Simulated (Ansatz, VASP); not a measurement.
# C: VASP beside Ansatz

```xyz
2
Lattice="2.1268 -1.2279 -0.0110 2.1268 1.2279 -0.0110 -1.3969 0.0000 3.5424" Properties=species:S:1:pos:R:3 pbc="T T T"
C     3.5447    0.0000   -0.0183
C    -0.6879    0.0000    3.5387
```

Alike in both runs: functional r2SCAN; k mesh 14 × 14 × 8; occupations gaussian, width 0.02 eV; no spin polarisation.

Ansatz relaxed the structure, and its values are those at the end. VASP's run is a single point on that final structure, the one shown.

|  | VASP | Ansatz |
| --- | --- | --- |
| version | VASP 6.6.1 | Ansatz 0.2.0 |
| potentials or method | VASP PAW PBE potentials, release 64 (C), cutoff 520 eV | scalar-relativistic, plane waves, PAW |
| valence electrons in the cell | 8 | 8 |

```tsv
	VASP	Ansatz	Ansatz less VASP
gap on the k mesh at the Fermi level (eV)	0.90	0.90	0.000
least direct gap on the mesh (eV)	0.90	0.90	0.000
pressure (GPa)	0.6	0.0	-0.66
```

VASP's potentials were made for PBE, not for r2SCAN.
